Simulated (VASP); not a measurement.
# AlNi (Pm-3m) in VASP: settings compared, part 2 of 2

VASP 6.6.1. The steps go on from the part before.

## (3) Vibrations by perturbation theory, LDA, collinear spin, ferromagnetic start

The input, INCAR:

```
SYSTEM = AlNi
PREC = Accurate
ENCUT = 520
EDIFF = 1E-8
ISMEAR = -1
SIGMA = 0.05
LREAL = .FALSE.
LASPH = .TRUE.
NELM = 150
ALGO = Fast
ISIF = 2
LWAVE = .FALSE.
LCHARG = .FALSE.
ISPIN = 2
MAGMOM = 1 0
LORBIT = 11
LMAXMIX = 4
GGA = CA
IBRION = 8
NSW = 1
```

The input, KPOINTS:

```
regular mesh
0
G
  7 7 7
  0 0 0
```

The input, POSCAR:

```
AlNi
1.0
    2.8810000000      0.0000000000      0.0000000000
    0.0000000000      2.8810000000      0.0000000000
    0.0000000000      0.0000000000      2.8810000000
Ni Al
1 1
Direct
    0.5000000000      0.5000000000      0.5000000000
    0.0000000000      0.0000000000      0.0000000000
```

Potentials or basis: VASP PAW LDA potentials, release 64 (Ni, Al).

Command:

```
cat potpaw_LDA.64/Ni/POTCAR potpaw_LDA.64/Al/POTCAR > POTCAR
mpirun -np 1 vasp_std > vasp.out
```

OUTCAR:

```text
SYSTEM = AlNi
   PREC = Accurate
   ENCUT = 520
   EDIFF = 1E-8
   ISMEAR = -1
   LREAL = .FALSE.
   LASPH = .TRUE.
   NELM = 150
   ISIF = 2
   ISPIN = 2
   LORBIT = 11
   GGA = CA
   IBRION = 8
   NSW = 1

 ion  position               nearest neighbor table
   1  0.500  0.500  0.500-   2 2.50   2 2.50   2 2.50   2 2.50   2 2.50   2 2.50   2 2.50   2 2.50

   2  0.000  0.000  0.000-   1 2.50   1 2.50   1 2.50   1 2.50   1 2.50   1 2.50   1 2.50   1 2.50

  LATTYP: Found a simple cubic cell.
 ALAT       =     2.8810000000

  Lattice vectors:

 A1 = (   2.8810000000,   0.0000000000,   0.0000000000)
 A2 = (   0.0000000000,   2.8810000000,   0.0000000000)
 A3 = (   0.0000000000,   0.0000000000,   2.8810000000)

Analysis of symmetry for initial positions (statically):
=====================================================================
 Subroutine PRICEL returns:
 Original cell was already a primitive cell.

 Routine SETGRP: Setting up the symmetry group for a
 simple cubic supercell.

 Subroutine GETGRP returns: Found 48 space group operations
 (whereof 48 operations were pure point group operations)
 out of a pool of 48 trial point group operations.

The static configuration has the point symmetry O_h .

Analysis of symmetry for dynamics (positions and initial velocities):
=====================================================================
 Subroutine PRICEL returns:
 Original cell was already a primitive cell.

 Routine SETGRP: Setting up the symmetry group for a
 simple cubic supercell.

 Subroutine GETGRP returns: Found 48 space group operations
[... 774 lines left out ...]

[... ionic steps 5 to 6 ...]

--------------------------------------- Ionic step        7  -------------------------------------------

 Free energy of the ion-electron system (eV)
  ---------------------------------------------------
  ---------------------------------------------------
  free energy    TOTEN  =        -0.00544338 eV

  energy without entropy =       -0.00544338

------------------------ aborting loop because EDIFF is reached ----------------------------------------

 INTERNAL STRAIN TENSOR  FOR ION    2  DIRECTION 1   (eV/Angst):
 -----------------------------------------------------------------------------
    -0.04713  0.00000 -0.00000
    -0.00000  0.01648 -0.00000
    -0.00000 -0.00000  0.01648

 INTERNAL STRAIN TENSOR FOR ION    2 for displacements in x,y,z  (eV/Angst):
          X           Y           Z          XY          YZ          ZX
  --------------------------------------------------------------------------------
  x     0.00000     0.00000     0.00000     0.00000     0.00000     0.00000
  y     0.00000     0.00000     0.00000     0.00000     0.00000     0.00000
  z     0.00000     0.00000     0.00000     0.00000     0.00000     0.00000

 SECOND DERIVATIVES (NOT SYMMETRIZED)
 ------------------------------------
               1X          1Y          1Z          2X          2Y          2Z
  1X    -5.267555   -0.000000   -0.000000    5.267555    0.000000    0.000000
  1Y    -0.000000   -5.267555   -0.000000    0.000000    5.267555    0.000000
  1Z    -0.000000   -0.000000   -5.267555    0.000000    0.000000    5.267555
  2X     5.235845    0.000000   -0.000000   -5.235845   -0.000000    0.000000
  2Y     0.000000    5.235845   -0.000000   -0.000000   -5.235845    0.000000
  2Z    -0.000000   -0.000000    5.235845    0.000000    0.000000   -5.235845

 Eigenvectors and eigenvalues of the dynamical matrix
 ----------------------------------------------------

   1 f  =    8.328450 THz    52.329193 2PiTHz  277.807178 cm-1    34.443685 meV
             X         Y         Z           dx          dy          dz
      1.440500  1.440500  1.440500     0.562354    0.000000    0.000000
      0.000000  0.000000  0.000000    -0.826896    0.000000    0.000000
[... 21 lines left out ...]
   6 f/i=    0.011692 THz     0.073466 2PiTHz    0.390017 cm-1     0.048356 meV
             X         Y         Z           dx          dy          dz
      1.440500  1.440500  1.440500     0.000000    0.000000    0.826896
      0.000000  0.000000  0.000000     0.000000    0.000000    0.562354

--------------------------------------------------------------------------------------------------------

 ELASTIC MODULI CONTR FROM IONIC RELAXATION (kBar)
 Direction    XX          YY          ZZ          XY          YZ          ZX
 --------------------------------------------------------------------------------
 XX           0.0000      0.0000      0.0000      0.0000      0.0000      0.0000
 YY           0.0000      0.0000      0.0000      0.0000      0.0000      0.0000
 ZZ           0.0000      0.0000      0.0000      0.0000      0.0000      0.0000
 XY           0.0000      0.0000      0.0000      0.0000      0.0000      0.0000
 YZ           0.0000      0.0000      0.0000      0.0000      0.0000      0.0000
 ZX           0.0000      0.0000      0.0000      0.0000      0.0000      0.0000
 --------------------------------------------------------------------------------

 total charge

# of ion       s       p       d       tot
------------------------------------------
    1        0.481   0.513   8.501   9.495
    2        0.390   0.417   0.000   0.807
--------------------------------------------------
tot          0.870   0.930   8.501  10.301

 magnetization (x)

# of ion       s       p       d       tot
------------------------------------------
    1       -0.000  -0.000  -0.000  -0.000
    2        0.000   0.000   0.000   0.000
--------------------------------------------------
tot         -0.000  -0.000  -0.000  -0.000
```

OSZICAR:

```text
N       E                     dE             d eps       ncg     rms          rms(c)
DAV:   1     0.407401042830E+02    0.40740E+02   -0.60663E+03   896   0.131E+03
DAV:   2    -0.120006618056E+02   -0.52741E+02   -0.49420E+02   892   0.204E+02
DAV:   3    -0.134819144294E+02   -0.14813E+01   -0.14669E+01  1072   0.419E+01
DAV:   4    -0.135025810214E+02   -0.20667E-01   -0.20658E-01   964   0.439E+00
[... 42 lines left out ...]
RMM:   6    -0.544322350328E-02    0.10422E-05   -0.16748E-07  2693   0.386E-03    0.100E-03
RMM:   7    -0.544320507804E-02    0.18425E-07   -0.16582E-08  2582   0.192E-03    0.727E-04
RMM:   8    -0.544336612136E-02   -0.16104E-06   -0.63197E-09  3027   0.556E-04    0.242E-04
RMM:   9    -0.544338035627E-02   -0.14235E-07   -0.11189E-09  2984   0.188E-04    0.197E-05
RMM:  10    -0.544337602414E-02    0.43321E-08   -0.56478E-10  3051   0.839E-05    0.763E-06
 Linear response finished
```

It took 27 s on 1 thread of Intel Xeon 6975P-C (Granite Rapids), shared host; peak memory 0.18 GiB.

Results:

- Net moment: 0.00 μB per cell
- Valence electrons inside the program's atomic spheres: Ni 9.49; Al 0.81
- Highest phonon frequency at Γ, LO-TO splitting left out: 278 cm⁻¹

Phonon frequencies in cm⁻¹ (negative: imaginary):
```tsv
q point	frequencies
(0.000, 0.000, 0.000)	0 0 0 278 278 278
```

Caveat: the cell wasn't relaxed at this level first, which shifts response properties.

## (4) Elastic constants, PBEsol, collinear spin, ferromagnetic start

The input, INCAR:

```
ALGO = Fast
EDIFF = 1E-8
ENCUT = 600
GGA = PS
IBRION = 6
ISIF = 3
ISMEAR = -1
ISPIN = 2
LASPH = T
LCHARG = T
LMAXMIX = 4
LORBIT = 11
LREAL = F
LWAVE = F
MAGMOM = 1 0
NELM = 150
NFREE = 2
NSW = 1
POTIM = 0.015
PREC = Accurate
SIGMA = 0.05
```

The input, KPOINTS:

```
k-points
0
Gamma
  7 7 7
```

POSCAR is that of step 3.

Potentials or basis: VASP PAW PBE potentials, release 64 (Ni, Al).

Command:

```
cat potpaw_PBE.64/Ni/POTCAR potpaw_PBE.64/Al/POTCAR > POTCAR
mpirun -np 1 vasp_std > vasp.out
```

OUTCAR:

```text
EDIFF = 1E-8
   ENCUT = 600
   GGA = PS
   IBRION = 6
   ISIF = 3
   ISMEAR = -1
   ISPIN = 2
   LASPH = T
   LORBIT = 11
   LREAL = F
   NELM = 150
   NFREE = 2
   NSW = 1
   POTIM = 0.015
   PREC = Accurate

 ion  position               nearest neighbor table
[... 1869 lines left out ...]

 ELASTIC MODULI CONTR FROM IONIC RELAXATION (kBar)
 Direction    XX          YY          ZZ          XY          YZ          ZX
 --------------------------------------------------------------------------------
 XX           0.0000      0.0000      0.0000      0.0000      0.0000      0.0000
 YY           0.0000      0.0000      0.0000      0.0000      0.0000      0.0000
 ZZ           0.0000      0.0000      0.0000      0.0000      0.0000      0.0000
 XY           0.0000      0.0000      0.0000      0.0000      0.0000      0.0000
 YZ           0.0000      0.0000      0.0000      0.0000      0.0000      0.0000
 ZX           0.0000      0.0000      0.0000      0.0000      0.0000      0.0000
 --------------------------------------------------------------------------------

 TOTAL ELASTIC MODULI (kBar)
 Direction    XX          YY          ZZ          XY          YZ          ZX
 --------------------------------------------------------------------------------
 XX        2314.4221   1279.3950   1279.3950      0.0000      0.0000      0.0000
 YY        1279.3950   2314.4221   1279.3950      0.0000     -0.0000      0.0000
 ZZ        1279.3950   1279.3950   2314.4221      0.0000     -0.0000     -0.0000
 XY           0.0000      0.0000      0.0000   1034.9737      0.0000      0.0000
 YZ           0.0000     -0.0000     -0.0000      0.0000   1034.9737      0.0000
 ZX           0.0000      0.0000     -0.0000      0.0000      0.0000   1034.9737
 --------------------------------------------------------------------------------

 total charge

# of ion       s       p       d       tot
------------------------------------------
    1        0.480   0.517   8.484   9.481
    2        0.383   0.412   0.000   0.795
--------------------------------------------------
tot          0.863   0.928   8.484  10.275

 magnetization (x)

# of ion       s       p       d       tot
------------------------------------------
    1        0.000   0.000   0.000   0.000
    2        0.000  -0.000   0.000   0.000
--------------------------------------------------
tot          0.000   0.000   0.000   0.000
```

OSZICAR:

```text
N       E                     dE             d eps       ncg     rms          rms(c)
DAV:   1     0.410402276321E+02    0.41040E+02   -0.62550E+03   896   0.145E+03
DAV:   2    -0.115913998558E+02   -0.52632E+02   -0.49212E+02   889   0.210E+02
DAV:   3    -0.131392989374E+02   -0.15479E+01   -0.15296E+01  1055   0.436E+01
[... 242 lines left out ...]
RMM:   4    -0.115981225642E+02   -0.10875E-04   -0.11376E-04  1966   0.109E-01    0.231E-02
RMM:   5    -0.115981235928E+02   -0.10285E-05   -0.13194E-05  1922   0.349E-02    0.187E-02
RMM:   6    -0.115981240302E+02   -0.43745E-06   -0.17128E-06  1896   0.158E-02    0.684E-03
RMM:   7    -0.115981237317E+02    0.29847E-06   -0.73903E-07  1782   0.113E-02    0.231E-03
RMM:   8    -0.115981237516E+02   -0.19908E-07   -0.25244E-07  1736   0.420E-03    0.217E-03
RMM:   9    -0.115981237543E+02   -0.26266E-08   -0.28118E-08  1390   0.170E-03
  17 F= -.11598124E+02 E0= -.11595047E+02  d E =-.615310E-02  mag=    -0.0000
```

Run time: 3.4 min. Hardware: 1 thread of Intel Xeon 6975P-C (Granite Rapids), shared host; peak memory 0.24 GiB.

Results:

| Item | Value |
| --- | --- |
| Net moment | 0.00 μB per cell |
| Valence electrons inside the program's atomic spheres | Ni 9.48; Al 0.80 |
| Elastic constants C11, C12, C44 | 231, 128, 103 GPa |
| Voigt bulk modulus | 162 GPa |
| Highest phonon frequency at Γ, LO-TO splitting left out | 291 cm⁻¹ |

Phonon frequencies in cm⁻¹ (negative: imaginary):
```
              q point        frequencies
(0.000, 0.000, 0.000)  0 0 0 291 291 291
```

Elastic tensor in Voigt notation (GPa, in the Cartesian axes of the cell as first typed):
```
231 128 128   0   0   0
128 231 128   0   0   0
128 128 231   0   0   0
  0   0   0 103   0   0
  0   0   0   0 103   0
  0   0   0   0   0 103
```

Clamped-ion elastic tensor (GPa):
```
231 128 128   0   0   0
128 231 128   0   0   0
128 128 231   0   0   0
  0   0   0 103   0   0
  0   0   0   0 103   0
  0   0   0   0   0 103
```

Caveat: the cell is under stress, which shifts elastic constants; the PAW data sets were made with another functional, which shifts forces and pressure a little.

## (5) Single point, PBEsol+U, collinear spin, ferromagnetic start

The input, INCAR:

```
  PREC = Accurate
  ENCUT = 520
  EDIFF = 1E-7
  ISMEAR = -1
  SIGMA = 0.05
  LREAL = F
  LASPH = T
  NELM = 150
  ALGO = Normal
  ISIF = 2
  LWAVE = F
  LCHARG = F
  ISPIN = 2
  MAGMOM = 1 0
  LORBIT = 11
  LMAXMIX = 4
  LDAU = T
  LDAUTYPE = 2
  LDAUL = 2 -1
  LDAUU = 2 0
  LDAUJ = 0 0
  LDAUPRINT = 1
  GGA = PS
  NBANDS = 18
```

The input, KPOINTS:

```
regular mesh
0
Gamma
  9 9 9
```

POSCAR is that of step 4.

Command:

```
cat potpaw_PBE.64/Ni/POTCAR potpaw_PBE.64/Al/POTCAR > POTCAR
mpirun -np 1 vasp_std > vasp.out
```

Wall time 10 s (1 thread of Intel Xeon 6975P-C (Granite Rapids), shared host); peak memory 0.16 GiB.

It converged, with:

```yaml
Free_energy: -10.3454 eV
Pressure: -5.7 GPa
Net_moment: 0.00 μB per cell
Valence_electrons_inside_the_program's_atomic_spheres: Ni 9.55; Al 0.79
```

Levels at points of the mesh, in eV from the Fermi level:
Spin up:
```csv
k point,band 3,band 4,band 5,band 6,band 7,band 8,band 9,band 10
"(0.00, 0.00, 0.00)",-3.37,-1.73,-1.73,-1.73,5.66,5.66,5.66,8.16
```
Spin down:
```
           k point  band 4  band 5  band 6  band 7  band 8  band 9
(0.00, 0.00, 0.00)   -1.73   -1.73   -1.73    5.66    5.66    5.66
```

Eigenvalues of the final occupation matrices:
| site | spin | trace | eigenvalues |
| --- | --- | --- | --- |
| site 1 d | 1 | 4.30 | 0.85 0.85 0.87 0.87 0.87 |
| site 1 d | 2 | 4.30 | 0.85 0.85 0.87 0.87 0.87 |

Caveat: the PAW data sets were made with another functional, which shifts forces and pressure a little; the U is typed as a test and isn't derived for this compound. The state reached can hang on the start; a lower one may exist.

## (6) Summary

```csv
task,level,potentials or basis,U,k mesh,cutoff (eV),smearing,ions in elastic constants,gap on the mesh (eV),pressure (GPa),moment (μB)
single point,PBEsol+U,"VASP PAW PBE potentials, release 64 (Ni, Al)",Ni d U = 7.0 eV,9 × 9 × 9,520,methfessel-paxton 0.2 eV,-,none,-12.2,0.00
vibrations by perturbation theory,LDA,"VASP PAW LDA potentials, release 64 (Ni, Al)",-,7 × 7 × 7,520,fermi-dirac 0.05 eV,-,-,-,0.00
elastic constants,PBEsol,"VASP PAW PBE potentials, release 64 (Ni, Al)",-,7 × 7 × 7,600,fermi-dirac 0.05 eV,relaxed,-,-,0.00
single point,PBEsol+U,"VASP PAW PBE potentials, release 64 (Ni, Al)",Ni d U = 2.0 eV,9 × 9 × 9,520,fermi-dirac 0.05 eV,-,none,-5.7,0.00
```

Alike in all rows: spin collinear, ferromagnetic start; cell as given.

Caveats: the PAW data sets were made with another functional, which shifts forces and pressure a little (some runs); the U is typed as a test and isn't derived for this compound (some runs); the cell wasn't relaxed at this level first, which shifts response properties (some runs); the cell is under stress, which shifts elastic constants (some runs).

Absolute energies hang on the potentials; compare differences alone.
